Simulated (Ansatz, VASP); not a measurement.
## Ru: VASP beside Ansatz

The input INCAR:

```
PREC = Accurate ; ENCUT = 520
EDIFF = 1E-7 ; ISMEAR = 0
SIGMA = 0.15 ; LREAL = False
LASPH = True ; NELM = 100
ALGO = Fast ; ISIF = 2
LWAVE = False ; LCHARG = False
NBANDS = 21
```

The input KPOINTS:

```
regular mesh
0
Gamma
  21 21 12
```

File POSCAR:

```
Ru
1.0
    2.6246253542      0.0000000000      0.0000000000
   -1.3123126771      2.2729922322      0.0000000000
    0.0000000000      0.0000000000      4.2819000000
Ru
2
Direct
    0.3333333333      0.6666666667      0.2500000000
    0.6666666667      0.3333333333      0.7500000000
```

Input for Ansatz:

```yaml
crystal:
  lattice:
    - [2.6246253542, 0.0, 0.0]
    - [-1.3123126771, 2.2729922322, 0.0]
    - [0.0, 0.0, 4.2819]
  atoms:
    - { symbol: Ru, position: [0.3333333333, 0.6666666667, 0.25] }
    - { symbol: Ru, position: [0.6666666667, 0.3333333333, 0.75] }
basis:
  ecutwfc: 420
kpoints:
  mp_grid: { grid: [21, 21, 12] }
hamiltonian:
  xc: lda
scf:
  occupations: { method: gaussian, width: 0.15 }
output:
  forces: true
  stress: true
  eigenvalues: true
```

Change from the starting cell: strain -0.030 along x and y, +0.000 along z, atoms carried along.

Alike in both runs: task single point; functional LDA; k mesh 21 × 21 × 12; occupations gaussian, width 0.15 eV; no spin polarisation.

|  | VASP | Ansatz |
| --- | --- | --- |
| version | VASP 6.6.1 | Ansatz 0.2.0 |
| potentials or method | VASP PAW LDA potentials, release 64 (Ru_pv), cutoff 520 eV | scalar-relativistic, plane waves, PAW |
| valence electrons in the cell | 28 | 32 |

```csv
,VASP,Ansatz,Ansatz less VASP
gap on the k mesh at the Fermi level (eV),none,none,-
pressure (GPa),10.6,9.4,-1.14
"traceless stress, the component that is largest in VASP (GPa)",-11.76,-11.78,-0.023
```

LDA's correlation is that of Perdew and Zunger in VASP and of Perdew and Wang (1992) in Ansatz. A gap of «none» marks a metal or a gap that the smearing closes. VASP's potentials hold 28 valence electrons a cell and Ansatz's 32, so a difference there can come from the potentials and not from the codes.
